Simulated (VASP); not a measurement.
# Mg2Sn (Fm-3m) in VASP: further runs

Mg2Sn is run at these levels: r2SCAN, HSE06; tasks: single point.

All numbers are computed with VASP 6.6.1; they aren't measurements. Logs are shortened: lines on timing, memory, paths and dates and some standing lists are left out, and cuts for length are marked.

**1. The cell of the first run**

It takes space group Fm-3m (No. 225, cubic). Conventional cell: a = 6.760 Å, b = 6.760 Å, c = 6.760 Å, α = 90.00°, β = 90.00°, γ = 90.00°. Sn (site symmetry m-3m) has 8 Mg at 2.93 Å within 3.9 Å. Mg (site symmetry -43m) has 4 Sn at 2.93 Å and 6 Mg at 3.38 Å within 3.9 Å.

**2. Single point, r2SCAN**

Input file POSCAR:

```
Mg2Sn
1.0
    0.0000000000      3.3799352821      3.3799352821
    3.3799352821      0.0000000000      3.3799352821
    3.3799352821      3.3799352821      0.0000000000
Sn Mg
1 2
Direct
    0.0000000000      0.0000000000      0.0000000000
    0.2500000000      0.2500000000      0.2500000000
    0.7500000000      0.7500000000      0.7500000000
```

Input file INCAR.step1:

```
SYSTEM = Mg2Sn
ALGO = Normal
EDIFF = 1E-5
ENCUT = 920
GGA = PE
GGA_COMPAT = .FALSE.
ISMEAR = -1
LASPH = .TRUE.
LCHARG = .FALSE.
LREAL = .FALSE.
LWAVE = .TRUE.
NBANDS = 24
NELM = 120
PREC = Accurate
SIGMA = 0.02
```

Input file INCAR.step2:

```
SYSTEM = Mg2Sn
ALGO = Normal
EDIFF = 1E-6
ENCUT = 920
GGA_COMPAT = .FALSE.
ISIF = 2
ISMEAR = -1
ISTART = 1
LASPH = .TRUE.
LCHARG = .FALSE.
LMIXTAU = .TRUE.
LREAL = .FALSE.
LWAVE = .FALSE.
METAGGA = R2SCAN
NBANDS = 24
NELM = 120
PREC = Accurate
SIGMA = 0.02
```

Input file KPOINTS:

```
k-points
0
G
  6 6 6
  0 0 0
```

Potentials or basis: VASP PAW PBE potentials, release 64 (Sn_d, Mg_sv).

The run is started by

```bash
cat potpaw_PBE.64/Sn_d/POTCAR potpaw_PBE.64/Mg_sv/POTCAR > POTCAR
cp INCAR.step1 INCAR
mpirun -np 1 vasp_std > vasp.out
cp INCAR.step2 INCAR
mpirun -np 1 vasp_std > vasp.out
```

OUTCAR:

```text
SYSTEM = Mg2Sn
   EDIFF = 1E-6
   ENCUT = 920
   ISIF = 2
   ISMEAR = -1
   ISTART = 1
   LASPH = .TRUE.
   LREAL = .FALSE.
   METAGGA = R2SCAN
   NELM = 120
   PREC = Accurate

 ion  position               nearest neighbor table
   1  0.000  0.000  0.000-   3 2.93   3 2.93   3 2.93   2 2.93   3 2.93   2 2.93   2 2.93   2 2.93

   2  0.250  0.250  0.250-   1 2.93   1 2.93   1 2.93   1 2.93
   3  0.750  0.750  0.750-   1 2.93   1 2.93   1 2.93   1 2.93

  LATTYP: Found a face centered cubic cell.
 ALAT       =     6.7598705642

  Lattice vectors:

 A1 = (   0.0000000000,   3.3799352821,   3.3799352821)
 A2 = (   3.3799352821,   0.0000000000,   3.3799352821)
 A3 = (   3.3799352821,   3.3799352821,   0.0000000000)

Analysis of symmetry for initial positions (statically):
=====================================================================
 Subroutine PRICEL returns:
 Original cell was already a primitive cell.

 Routine SETGRP: Setting up the symmetry group for a
 face centered cubic supercell.

 Subroutine GETGRP returns: Found 48 space group operations
 (whereof 48 operations were pure point group operations)
 out of a pool of 48 trial point group operations.

The static configuration has the point symmetry O_h .

Analysis of symmetry for dynamics (positions and initial velocities):
=====================================================================
 Subroutine PRICEL returns:
 Original cell was already a primitive cell.

 Routine SETGRP: Setting up the symmetry group for a
 face centered cubic supercell.

 Subroutine GETGRP returns: Found 48 space group operations
 (whereof 48 operations were pure point group operations)
 out of a pool of 48 trial point group operations.

The dynamic configuration has the point symmetry O_h .

 Subroutine INISYM returns: Found 48 space group operations
 (whereof 48 operations are pure point group operations),
 and found     1 'primitive' translations

----------------------------------------------------------------------------------------

                                     Primitive cell

  volume of cell :      77.2245

  direct lattice vectors                    reciprocal lattice vectors
     0.000000000  3.379935282  3.379935282    -0.147931827  0.147931827  0.147931827
     3.379935282  0.000000000  3.379935282     0.147931827 -0.147931827  0.147931827
     3.379935282  3.379935282  0.000000000     0.147931827  0.147931827 -0.147931827

  length of vectors
     4.779950316  4.779950316  4.779950316     0.256225440  0.256225440  0.256225440

  position of ions in fractional coordinates (direct lattice)
     0.000000000  0.000000000  0.000000000
     0.250000000  0.250000000  0.250000000
     0.750000000  0.750000000  0.750000000

  ion indices of the primitive-cell ions
   primitive index   ion index
                 1           1
                 2           2
                 3           3

----------------------------------------------------------------------------------------

 KPOINTS: k-points

Automatic generation of k-mesh.
 Grid dimensions read from file:
 generate k-points for:    6    6    6

 Generating k-lattice:

  Cartesian coordinates                     Fractional coordinates (reciprocal lattice)
    -0.024655304  0.024655304  0.024655304     0.166666667  0.000000000  0.000000000
     0.024655304 -0.024655304  0.024655304     0.000000000  0.166666667  0.000000000
     0.024655304  0.024655304 -0.024655304     0.000000000  0.000000000  0.166666667

  Length of vectors
     0.042704240  0.042704240  0.042704240

  Shift w.r.t. Gamma in fractional coordinates (k-lattice)
     0.000000000  0.000000000  0.000000000

 Subroutine IBZKPT returns following result:
 ===========================================

 Found     16 irreducible k-points:

 Following reciprocal coordinates:
            Coordinates               Weight
  0.000000  0.000000  0.000000      1.000000
  0.166667  0.000000  0.000000      8.000000
  0.333333  0.000000  0.000000      8.000000
  0.500000  0.000000  0.000000      4.000000
  0.166667  0.166667  0.000000      6.000000
  0.333333  0.166667  0.000000     24.000000
[... 8 lines left out ...]
 -0.333333  0.333333  0.166667     24.000000
 -0.333333  0.500000  0.166667     12.000000
   k-points           NKPTS =     16   k-points in BZ     NKDIM =     16   number of bands    NBANDS=     24
   number of dos      NEDOS =    301   number of ions     NIONS =      3
   total plane-waves  NPLWV = 110592
   dimension x,y,z NGX =    48 NGY =   48 NGZ =   48
   dimension x,y,z NGXF=    96 NGYF=   96 NGZF=   96
   ions per type =               1   2
   NGX,Y,Z   is equivalent  to a cutoff of  16.69, 16.69, 16.69 a.u.
   NGXF,Y,Z  is equivalent  to a cutoff of  33.39, 33.39, 33.39 a.u.
 SYSTEM =  Mg2Sn
   PREC   = accura    normal or accurate (medium, high low for compatibility)
   ISTART =      1    job   : 0-new  1-cont  2-samecut
   ICHARG =      0    charge: 1-file 2-atom 10-const
   ISPIN  =      1    spin polarized calculation?
   LNONCOLLINEAR =      F non collinear calculations
   LSORBIT =      F    spin-orbit coupling
   LASPH  =      T    aspherical Exc in radial PAW
   ENCUT  =  920.0 eV  67.62 Ry    8.22 a.u.  11.82 11.82 11.82*2*pi/ulx,y,z
   NELM   =    120;   NELMIN=  2; NELMDL=  0     # of ELM steps
   EDIFF  = 0.1E-05   stopping-criterion for ELM
   LREAL  =      F    real-space projection
   EDIFFG = 0.1E-04   stopping-criterion for IOM
   NSW    =      0    number of steps for IOM
   IBRION =     -1    ionic relax: 0-MD 1-quasi-New 2-CG
   NFREE  =      0    steps in history (QN), initial steepest desc. (CG)
   ISIF   =      2    stress and relaxation
   ISYM   =      2    0-nonsym 1-usesym 2-fastsym
   POTIM  = 0.5000    time-step for ionic-motion
   TEBEG  =    0.0;   TEEND  =   0.0 temperature during run
   PSTRESS=    0.0 pullay stress
   NELECT =      34.0000    total number of electrons
   NUPDOWN=      -1.0000    fix difference up-down
   EMIN   =  10.00;   EMAX   =-10.00  energy-range for DOS
   EFERMI =   0.00;   METHOD = LEGACY
   ISMEAR =    -1;   SIGMA  =   0.02  broadening in eV -4-tet -1-fermi 0-gaus
   EFERMI_NEDOS =   21; number of points for ismear=-14 and -15
   IALGO  =     38    algorithm
   IMIX   =      4    mixing-type and parameters
     AMIX     =   0.40;   BMIX     =  1.00
     AMIX_MAG =   1.60;   BMIX_MAG =  1.00
  volume/ion in A,a.u.               =      25.74       173.71
  Fermi-wavevector in a.u.,A,eV,Ry     =   1.245421  2.353504 21.103626  1.551073
  Thomas-Fermi vector in A             =   2.379644
   LORBIT       =      0    0 simple, 1 ext, 2 COOP (PROOUT), +10 PAW based schemes
   METAGGA = R2SCAN    functional components
   LHFCALC =     F    Hartree Fock is set to
   AEXX    =    0.0000 exact exchange contribution
   IVDW    =     0    specifies the selected vdW correction
   LEPSILON=     F    determine dielectric tensor
   LRPA    =     F    only Hartree local field effects (RPA)
 non-spin polarized calculation
  energy-cutoff  :      920.00
  volume of cell :       77.22
 maximum number of plane-waves:      4913
   NGX = 23   NGY = 23   NGZ = 23

 number of electron      33.9999993 magnetization

 Free energy of the ion-electron system (eV)
  ---------------------------------------------------
  ext. energy  EPLUGINS =         0.00000000
  ---------------------------------------------------
  free energy    TOTEN  =       -33.87723872 eV

  energy without entropy =      -33.87719909  energy(sigma->0) =      -33.87721890

 E-fermi :   4.1736     XC(G=0):  -9.5114

 val. band max:        4.0706801194   @ k =   0.0000   0.0000   0.0000
 cond. band min:       4.2764300873   @ k =   0.5000   0.5000   0.0000
 fundamental gap:      0.2057499679
 Fermi energy:         4.1735547446

 k-point     1 :       0.0000    0.0000    0.0000
  band No.  band energies     occupation
      1     -75.5019      2.00000
      2     -75.5006      2.00000
      3     -40.6111      2.00000
      4     -40.6111      2.00000
      5     -40.6111      2.00000
      6     -40.6036      2.00000
[... 16 lines left out ...]
     23       9.8307      0.00000
     24       9.8307      0.00000

 k-point     2 :       0.1667    0.0000    0.0000
  band No.  band energies     occupation
      1     -75.5018      2.00000
      2     -75.5006      2.00000
      3     -40.6106      2.00000
      4     -40.6106      2.00000
      5     -40.6106      2.00000
      6     -40.6042      2.00000
[... 16 lines left out ...]
     23       8.8587      0.00000
     24       9.7323      0.00000

 k-point     3 :       0.3333    0.0000    0.0000
  band No.  band energies     occupation
      1     -75.5015      2.00000
      2     -75.5009      2.00000
      3     -40.6093      2.00000
      4     -40.6093      2.00000
      5     -40.6093      2.00000
      6     -40.6057      2.00000
[... 16 lines left out ...]
     23       9.7325      0.00000
     24      10.4309      0.00000

 k-point     4 :       0.5000    0.0000    0.0000
  band No.  band energies     occupation
      1     -75.5012      2.00000
      2     -75.5012      2.00000
      3     -40.6077      2.00000
      4     -40.6074      2.00000
      5     -40.6074      2.00000
      6     -40.6074      2.00000
[... 16 lines left out ...]
     23      11.5892      0.00000
     24      12.4290      0.00000

 k-point     5 :       0.1667    0.1667    0.0000
  band No.  band energies     occupation
      1     -75.5018      2.00000
      2     -75.5007      2.00000
      3     -40.6113      2.00000
      4     -40.6113      2.00000
      5     -40.6089      2.00000
      6     -40.6060      2.00000
[... 235 lines left out ...]
 k-point    14 :       0.5000    0.3333    0.1667
  band No.  band energies     occupation
      1     -75.5014      2.00000
      2     -75.5010      2.00000
      3     -40.6120      2.00000
      4     -40.6103      2.00000
      5     -40.6095      2.00000
      6     -40.6054      2.00000
[... 16 lines left out ...]
     23      11.4755      0.00000
     24      12.4012      0.00000

 k-point    15 :      -0.3333    0.3333    0.1667
  band No.  band energies     occupation
      1     -75.5012      2.00000
      2     -75.5012      2.00000
      3     -40.6118      2.00000
      4     -40.6117      2.00000
      5     -40.6074      2.00000
      6     -40.6074      2.00000
[... 16 lines left out ...]
     23      12.0190      0.00000
     24      12.6295      0.00000

 k-point    16 :      -0.3333    0.5000    0.1667
  band No.  band energies     occupation
      1     -75.5013      2.00000
      2     -75.5011      2.00000
      3     -40.6127      2.00000
      4     -40.6121      2.00000
      5     -40.6097      2.00000
      6     -40.6052      2.00000
[... 16 lines left out ...]
     23      12.6944      0.00000
     24      13.0111      0.00000

------------------------ aborting loop because EDIFF is reached ----------------------------------------

  FORCE on cell =-STRESS in cart. coord.  units (eV):
  Direction    XX          YY          ZZ          XY          YZ          ZX
  --------------------------------------------------------------------------------------
  -------------------------------------------------------------------------------------
  Total        0.0322689      0.0322689      0.0322689      0.0000000     -0.0000000     -0.0000000
  in kB        0.6694827      0.6694827      0.6694827      0.0000000     -0.0000000     -0.0000000
  external PRESSURE =       0.6694827 kB  Pullay stress =       0.0000000 kB

 VOLUME and BASIS-vectors are now :
 -----------------------------------------------------------------------------
  energy-cutoff  :      920.00
  volume of cell :       77.22
      direct lattice vectors                 reciprocal lattice vectors
     0.000000000  3.379935282  3.379935282    -0.147931827  0.147931827  0.147931827
     3.379935282  0.000000000  3.379935282     0.147931827 -0.147931827  0.147931827
     3.379935282  3.379935282  0.000000000     0.147931827  0.147931827 -0.147931827

 POSITION                                       TOTAL-FORCE (eV/Angst)
 -----------------------------------------------------------------------------------
      0.00000      0.00000      0.00000        -0.000000     -0.000000      0.000000
      1.68997      1.68997      1.68997        -0.000000      0.000000     -0.000000
      5.06990      5.06990      5.06990         0.000000     -0.000000      0.000000
 -----------------------------------------------------------------------------------
    total drift:                               -0.000000     -0.000000      0.000000

  FREE ENERGIE OF THE ION-ELECTRON SYSTEM (eV)
  ---------------------------------------------------
  free  energy   TOTEN  =       -33.8772387158 eV

  energy  without entropy=      -33.8771990890  energy(sigma->0) =      -33.87721890
```

Run time: 4.2 min. Hardware: 1 thread of Intel Xeon Platinum 8375C at 2.90GHz (Ice Lake), shared host; peak memory 0.39 GiB.

What came out:

- Free energy: -33.8772 eV
- Pressure: 0.1 GPa

Caveat: the structure was generated, so it needn't be the stable form of Mg2Sn; the PAW data sets were made with another functional, which shifts forces and pressure a little; spin-orbit coupling is left out, which moves the levels of the heavy elements.

[end of part 1 of 2]
